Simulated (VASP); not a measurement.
# MgI2 (Cm) in VASP: electric field gradients with r2SCAN

Aim: the electric field gradients of MgI2 with r2SCAN.

Everything below comes from runs of VASP 6.6.1. Logs are shortened: lines on timing, memory, paths and dates and some standing lists are left out, and cuts for length are marked.

## 1. The cell of the first run

Symmetry: Cm, No. 8, monoclinic system. Conventional cell: a = 7.171 Å, b = 4.140 Å, c = 6.880 Å, α = 90.00°, β = 90.00°, γ = 90.00°. Mg (site symmetry m) has 1 I at 2.06 Å within 2.7 Å. I (site symmetry m) has 1 Mg at 2.06 Å within 2.7 Å. I (site symmetry m) has 3 Mg at 2.98 to 3.39 Å and 2 I at 3.89 Å within 3.9 Å.

## 2. Electric field gradients, r2SCAN

The input, POSCAR:

```
MgI2
1.0
    4.1400000000      0.0000000000      0.0000000000
   -2.0700000000      3.5853451717      0.0000000000
    0.0000000000      0.0000000000      6.8800000000
Mg I
1 2
Direct
   -0.1000000000     -0.0500000000      0.0375000000
    0.4333333333      0.7166666667      0.2125000000
    0.6666666667      0.3333333333      0.7500000000
```

The input, INCAR.step1:

```
SYSTEM = MgI2
PREC     = Accurate       ! precision mode
ENCUT    = 520            ! plane-wave cutoff, eV
ISMEAR   = 1              ! smearing method
SIGMA    = 0.15           ! smearing width, eV
LREAL    = .FALSE.        ! projectors in reciprocal space
LASPH    = .TRUE.         ! aspherical terms in the spheres
NELM     = 60             ! most SCF steps
ISYM     = 0            
NBANDS   = 15             ! bands
GGA      = PE             ! functional
ALGO     = Normal         ! electronic algorithm
EDIFF    = 1E-4           ! SCF threshold, eV
LWAVE    = .TRUE.         ! write WAVECAR
LCHARG   = .FALSE.        ! write CHGCAR
```

The input, INCAR.step2:

```
SYSTEM = MgI2
PREC     = Accurate       ! precision mode
ENCUT    = 520            ! plane-wave cutoff, eV
EDIFF    = 1E-8           ! SCF threshold, eV
ISMEAR   = 1              ! smearing method
SIGMA    = 0.15           ! smearing width, eV
LREAL    = .FALSE.        ! projectors in reciprocal space
LASPH    = .TRUE.         ! aspherical terms in the spheres
NELM     = 60             ! most SCF steps
ALGO     = Normal         ! electronic algorithm
ISIF     = 2              ! what is computed and relaxed
LWAVE    = .FALSE.        ! write WAVECAR
LCHARG   = .FALSE.        ! write CHGCAR
METAGGA  = R2SCAN         ! meta-GGA
LMIXTAU  = .TRUE.       
LEFG     = .TRUE.       
ISYM     = 0            
NBANDS   = 15             ! bands
ISTART   = 1
```

The input, KPOINTS:

```
Automatic mesh
0
Gamma
  7 7 4
  0.5 0.5 0.5
```

Potentials or basis: VASP PAW PBE potentials, release 64 (Mg, I).

On the command line:

```bash
> cat potpaw_PBE.64/Mg/POTCAR potpaw_PBE.64/I/POTCAR > POTCAR
> cp INCAR.step1 INCAR
> mpirun -np 1 vasp_std > vasp.out
> cp INCAR.step2 INCAR
> mpirun -np 1 vasp_std > vasp.out
```

OUTCAR:

```text
SYSTEM = MgI2
   PREC = Accurate
   ENCUT = 520
   EDIFF = 1E-8
   ISMEAR = 1
   LREAL = .FALSE.
   LASPH = .TRUE.
   NELM = 60
   ISIF = 2
   METAGGA = R2SCAN
   ISYM = 0
   ISTART = 1

 ion  position               nearest neighbor table
   1  0.900  0.950  0.038-   2 2.06   3 2.98   3 2.98   2 3.06   2 3.06   3 3.39
   2  0.433  0.717  0.212-   1 2.06   1 3.06   1 3.06
   3  0.667  0.333  0.750-   1 2.98   1 2.98   1 3.39

IMPORTANT INFORMATION: All symmetrisations will be switched off!
NOSYMM: (Re-)initialisation of all symmetry stuff for point group C_1.

----------------------------------------------------------------------------------------

                                     Primitive cell

  volume of cell :     102.1221

  direct lattice vectors                    reciprocal lattice vectors
     4.140000000  0.000000000  0.000000000     0.241545894  0.139456587  0.000000000
    -2.070000000  3.585345172  0.000000000     0.000000000  0.278913174  0.000000000
     0.000000000  0.000000000  6.880000000     0.000000000  0.000000000  0.145348837

  length of vectors
     4.140000000  4.140000000  6.880000000     0.278913174  0.278913174  0.145348837

  position of ions in fractional coordinates (direct lattice)
     0.900000000  0.950000000  0.037500000
     0.433333333  0.716666667  0.212500000
     0.666666667  0.333333333  0.750000000

  ion indices of the primitive-cell ions
   primitive index   ion index
                 1           1
                 2           2
                 3           3

----------------------------------------------------------------------------------------

 KPOINTS: Automatic mesh

Automatic generation of k-mesh.
 Grid dimensions read from file:
 generate k-points for:    7    7    4

 Generating k-lattice:

  Cartesian coordinates                     Fractional coordinates (reciprocal lattice)
     0.034506556  0.019922370  0.000000000     0.142857143 -0.000000000  0.000000000
     0.000000000  0.039844739  0.000000000     0.000000000  0.142857143  0.000000000
     0.000000000  0.000000000  0.036337209     0.000000000  0.000000000  0.250000000

  Length of vectors
     0.039844739  0.039844739  0.036337209

  Shift w.r.t. Gamma in fractional coordinates (k-lattice)
     0.500000000  0.500000000  0.500000000

 Subroutine IBZKPT returns following result:
 ===========================================

 Found    294 irreducible k-points:

 Following reciprocal coordinates:
            Coordinates               Weight
  0.071429  0.071429  0.125000      2.000000
 -0.071429  0.142857  0.125000      2.000000
 -0.142857  0.071429  0.125000      2.000000
 -0.071429 -0.071429  0.125000      2.000000
  0.071429 -0.142857  0.125000      2.000000
  0.142857 -0.071429  0.125000      2.000000
[... 16 lines left out ...]
  0.071429 -0.428571  0.125000      2.000000
  0.428571 -0.357143  0.125000      2.000000
 [... further k-points ...]
   k-points           NKPTS =    294   k-points in BZ     NKDIM =    294   number of bands    NBANDS=     15
   number of dos      NEDOS =    301   number of ions     NIONS =      3
   total plane-waves  NPLWV =  55296
   dimension x,y,z NGX =    32 NGY =   32 NGZ =   54
   dimension x,y,z NGXF=    64 NGYF=   64 NGZF=  108
   ions per type =               1   2
   NGX,Y,Z   is equivalent  to a cutoff of  12.85, 12.85, 13.05 a.u.
   NGXF,Y,Z  is equivalent  to a cutoff of  25.70, 25.70, 26.10 a.u.
 SYSTEM =  MgI2
   PREC   = accura    normal or accurate (medium, high low for compatibility)
   ISTART =      1    job   : 0-new  1-cont  2-samecut
   ICHARG =      0    charge: 1-file 2-atom 10-const
   ISPIN  =      1    spin polarized calculation?
   LNONCOLLINEAR =      F non collinear calculations
   LSORBIT =      F    spin-orbit coupling
   LASPH  =      T    aspherical Exc in radial PAW
   ENCUT  =  520.0 eV  38.22 Ry    6.18 a.u.   7.70  7.70 12.79*2*pi/ulx,y,z
   NELM   =     60;   NELMIN=  2; NELMDL=  0     # of ELM steps
   EDIFF  = 0.1E-07   stopping-criterion for ELM
   LREAL  =      F    real-space projection
   EDIFFG = 0.1E-06   stopping-criterion for IOM
   NSW    =      0    number of steps for IOM
   IBRION =     -1    ionic relax: 0-MD 1-quasi-New 2-CG
   NFREE  =      0    steps in history (QN), initial steepest desc. (CG)
   ISIF   =      2    stress and relaxation
   ISYM   =      0    0-nonsym 1-usesym 2-fastsym
   POTIM  = 0.5000    time-step for ionic-motion
   TEBEG  =    0.0;   TEEND  =   0.0 temperature during run
   PSTRESS=    0.0 pullay stress
   NELECT =      16.0000    total number of electrons
   NUPDOWN=      -1.0000    fix difference up-down
   EMIN   =  10.00;   EMAX   =-10.00  energy-range for DOS
   EFERMI =   0.00;   METHOD = LEGACY
   ISMEAR =     1;   SIGMA  =   0.15  broadening in eV -4-tet -1-fermi 0-gaus
   EFERMI_NEDOS =   21; number of points for ismear=-14 and -15
   IALGO  =     38    algorithm
   IMIX   =      4    mixing-type and parameters
     AMIX     =   0.40;   BMIX     =  1.00
     AMIX_MAG =   1.60;   BMIX_MAG =  1.00
  volume/ion in A,a.u.               =      34.04       229.72
  Fermi-wavevector in a.u.,A,eV,Ry     =   0.882555  1.667786 10.597613  0.778903
  Thomas-Fermi vector in A             =   2.003202
   LORBIT       =      0    0 simple, 1 ext, 2 COOP (PROOUT), +10 PAW based schemes
   METAGGA = R2SCAN    functional components
   LHFCALC =     F    Hartree Fock is set to
   AEXX    =    0.0000 exact exchange contribution
   IVDW    =     0    specifies the selected vdW correction
   LEPSILON=     F    determine dielectric tensor
   LRPA    =     F    only Hartree local field effects (RPA)
 non-spin polarized calculation
 Methfessel and Paxton  Order N= 1 SIGMA  =   0.15
  energy-cutoff  :      520.00
  volume of cell :      102.12
 maximum number of plane-waves:      2776
   NGX = 15   NGY = 15   NGZ = 25

 number of electron      16.0000001 magnetization

 Free energy of the ion-electron system (eV)
  ---------------------------------------------------
  ext. energy  EPLUGINS =         0.00000000
  ---------------------------------------------------
  free energy    TOTEN  =       -53.98839488 eV

  energy without entropy =      -53.98926796  energy(sigma->0) =      -53.98868591

 E-fermi :   2.8079     XC(G=0):  -8.4958

 val. band max:        2.7165881611   @ k =   0.0000   0.0714   0.1250
 cond. band min:       5.7377941134   @ k =   0.0000   0.5000   0.1250
 fundamental gap:      3.0212059523
 Fermi energy:         2.8078761058

 k-point     1 :       0.0714    0.0714    0.1250
  band No.  band energies     occupation
      1     -11.2888      2.00000
      2      -9.1589      2.00000
      3      -1.4916      2.00000
      4      -0.2493      2.00000
      5       0.5520      2.00000
      6       1.7512      2.00000
      7       2.2710      2.00001
      8       2.5403      2.03013
      9       6.6282      0.00000
     10       8.1060      0.00000
     11       8.4789      0.00000
     12       9.2301      0.00000
     13      10.1435      0.00000
     14      10.8562      0.00000
     15      11.2340      0.00000

 k-point     2 :      -0.0714    0.1429    0.1250
  band No.  band energies     occupation
      1     -11.2909      2.00000
      2      -9.1601      2.00000
      3      -1.4785      2.00000
      4      -0.0010      2.00000
      5       0.3059      2.00000
      6       1.7804      2.00000
      7       2.1001      2.00000
      8       2.6639      2.04087
      9       6.4977      0.00000
     10       7.8794      0.00000
     11       8.3797      0.00000
     12       9.9687      0.00000
     13      10.3572      0.00000
     14      10.6337      0.00000
     15      11.3072      0.00000

 k-point     3 :      -0.1429    0.0714    0.1250
  band No.  band energies     occupation
      1     -11.2886      2.00000
      2      -9.1593      2.00000
      3      -1.4764      2.00000
      4      -0.2863      2.00000
      5       0.5550      2.00000
      6       1.8491      2.00000
      7       2.1905      2.00000
      8       2.5439      2.03205
      9       6.5735      0.00000
     10       8.1696      0.00000
     11       8.4184      0.00000
     12       9.4002      0.00000
     13      10.1076      0.00000
     14      10.7720      0.00000
     15      11.2062      0.00000
[... 343 lines left out ...]
 k-point    23 :       0.0714   -0.4286    0.1250
  band No.  band energies     occupation
      1     -10.8711      2.00000
      2      -8.8456      2.00000
      3      -1.9667      2.00000
      4      -0.9156      2.00000
      5      -0.3197      2.00000
      6       0.4338      2.00000
      7       1.3853      2.00000
      8       2.0673      2.00000
      9       6.0922      0.00000
     10       7.7757      0.00000
     11       9.4017      0.00000
     12       9.8857      0.00000
     13      10.3609      0.00000
     14      11.3090      0.00000
     15      12.1854      0.00000

 k-point    24 :       0.4286   -0.3571    0.1250
  band No.  band energies     occupation
      1     -10.8686      2.00000
      2      -8.8435      2.00000
      3      -2.0729      2.00000
      4      -0.8096      2.00000
      5      -0.3550      2.00000
      6       0.4815      2.00000
      7       1.4019      2.00000
      8       2.0552      2.00000
      9       6.0757      0.00000
     10       7.7455      0.00000
     11       9.5020      0.00000
     12       9.8156      0.00000
     13      10.6781      0.00000
     14      11.2907      0.00000
     15      11.7520      0.00000

 [... further k-points ...]

------------------------ aborting loop because EDIFF is reached ----------------------------------------

  FORCE on cell =-STRESS in cart. coord.  units (eV):
  Direction    XX          YY          ZZ          XY          YZ          ZX
  --------------------------------------------------------------------------------------
  -------------------------------------------------------------------------------------
  Total       11.5109414      4.3505006      8.0280059      6.2011219     -5.6385559     -9.7662667
  in kB      180.5933168     68.2543076    125.9500988     97.2884083    -88.4624000   -153.2213950
  external PRESSURE =     124.9325744 kB  Pullay stress =       0.0000000 kB

 VOLUME and BASIS-vectors are now :
 -----------------------------------------------------------------------------
  energy-cutoff  :      520.00
  volume of cell :      102.12
      direct lattice vectors                 reciprocal lattice vectors
     4.140000000  0.000000000  0.000000000     0.241545894  0.139456587  0.000000000
    -2.070000000  3.585345172  0.000000000     0.000000000  0.278913174  0.000000000
     0.000000000  0.000000000  6.880000000     0.000000000  0.000000000  0.145348837

 POSITION                                       TOTAL-FORCE (eV/Angst)
 -----------------------------------------------------------------------------------
      1.75950      3.40608      0.25800         7.869864      4.543659     -7.722102
      0.31050      2.56950      1.46200        -7.986102     -4.610769      7.297350
      2.07000      1.19512      5.16000         0.116239      0.067110      0.424752
 -----------------------------------------------------------------------------------
    total drift:                               -0.000431     -0.000250      0.000668

  FREE ENERGIE OF THE ION-ELECTRON SYSTEM (eV)
  ---------------------------------------------------
  free  energy   TOTEN  =       -53.9883948819 eV

  energy  without entropy=      -53.9892679612  energy(sigma->0) =      -53.98868591

 Electric field gradients (V/A^2)
---------------------------------------------------------------------
 ion       V_xx      V_yy      V_zz      V_xy      V_xz      V_yz
---------------------------------------------------------------------
   1      -9.390    14.626    -5.235   -20.798    34.750    20.063
   2      81.063   108.975  -190.038   -24.172   142.127    82.057
   3     -49.650   -21.111    70.761   -24.716    57.447    33.167
---------------------------------------------------------------------

 Electric field gradients after diagonalization (V/A^2)
 (convention: |V_zz| > |V_xx| > |V_yy|)
----------------------------------------------------------------------
 ion       V_xx      V_yy      V_zz     asymmetry (V_yy - V_xx)/ V_zz
----------------------------------------------------------------------
   1      27.615    26.633   -54.248       0.018
   2     147.016   122.930  -269.946       0.089
   3     -91.104    -6.841    97.945       0.860
----------------------------------------------------------------------

           NMR quadrupolar parameters

 Cq : quadrupolar parameter    Cq=e*Q*V_zz/h
 eta: asymmetry parameters     (V_yy - V_xx)/ V_zz
 Q  : nuclear electric quadrupole moment in mb (millibarn)
----------------------------------------------------------------------
 ion       Cq(MHz)       eta       Q (mb)
----------------------------------------------------------------------
   1      -0.131       0.018       1.000
   2      -0.653       0.089       1.000
   3       0.237       0.860       1.000
----------------------------------------------------------------------
```

Wall time 21 min (1 thread of Intel Xeon Platinum 8259CL at 2.50GHz (Skylake/Cascade Lake), shared host); peak memory 0.58 GiB.

What came out:

| Quantity | Value |
| --- | --- |
| Free energy | -53.9884 eV |
| Pressure | 12.5 GPa |
| Largest force | 11.925 eV/Å |
| Band gap on the k mesh | 3.02 eV (least direct gap 3.52 eV) |
| Largest electric field gradient by atom | Mg -54.2; I -269.9, +97.9 V/Å² |

Forces in eV/Å, atoms in the order of the input:
```
Mg   7.870  4.544 -7.722
I   -7.986 -4.611  7.297
I    0.116  0.067  0.425
```

Levels at points of the mesh, in eV from the valence-band top:
| k point | band 5 | band 6 | band 7 | band 8 | band 9 | band 10 | band 11 | band 12 |
| --- | --- | --- | --- | --- | --- | --- | --- | --- |
| (0.07, 0.07, 0.12) | -2.16 | -0.97 | -0.45 | -0.18 | 3.91 | 5.39 | 5.76 | 6.51 |

Electric field gradients, principal values (V/Å²):
```
atom    least   middle  greatest (by size)
1 Mg   26.633   27.615             -54.248
 2 I  122.930  147.016            -269.946
 3 I   -6.841  -91.104              97.945
```

Caveat: the cell stands under pressure; without QUAD_EFG the Cq values of the log hold for a quadrupole moment of 1 mb, not for the nuclei; the PAW data sets were made with another functional, which shifts forces and pressure a little; spin-orbit coupling is left out, which moves the levels of the heavy elements; a shifted mesh leaves out Γ, where band edges can lie. A k mesh can miss the band edges.
